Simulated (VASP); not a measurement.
Here is a VASP 6.6.1 calculation.

The input INCAR:

```
SYSTEM = N
PREC     = Accurate       ! precision mode
ENCUT    = 520            ! plane-wave cutoff, eV
EDIFF    = 1E-8           ! SCF threshold, eV
ISMEAR   = -1             ! smearing method
SIGMA    = 0.02           ! smearing width, eV
LREAL    = .False.        ! projectors in reciprocal space
LASPH    = .True.         ! aspherical terms in the spheres
NELM     = 80             ! most SCF steps
ALGO     = Normal         ! electronic algorithm
ISIF     = 2              ! what is computed and relaxed
LWAVE    = .False.        ! write WAVECAR
LCHARG   = .False.        ! write CHGCAR
GGA      = PS             ! functional
LEFG     = .True.       
NBANDS   = 18             ! bands
```

Contents of KPOINTS:

```
regular mesh
0
Gamma
  4 4 4
  0 0 0
```

POSCAR

```
N
1.0
    5.7619800000      0.0000000000      0.0000000000
    0.0000000000      5.7619800000      0.0000000000
    0.0000000000      0.0000000000      5.6490000000
N
4
Direct
    0.0300000000      0.0300000000      0.0300000000
    0.4700000000      0.9700000000      0.5300000000
    0.5300000000      0.4700000000      0.9700000000
    0.9700000000      0.5300000000      0.4700000000
```

Potentials or basis: VASP PAW PBE potentials, release 64 (N).

Command:

```bash
$ cat potpaw_PBE.64/N/POTCAR > POTCAR
$ mpirun -np 1 vasp_std > vasp.out
```

(1) Predict the largest force.

(2) What does it give for the pressure?

(3) What does it give for the band gap on the k mesh?

## Answers

(1) 0.368 eV/Å.

(2) -3.8 GPa.

(3) zero (band 10 reaches -5.37 eV, above the bottom of band 11 at -5.52 eV).

Caveat: the cell differs from its parent crystal (equal xx and yy strain of +2 %); without QUAD_EFG the Cq values of the log hold for a quadrupole moment of 1 mb, not for the nuclei; the PAW data sets were made with another functional, which shifts forces and pressure a little.
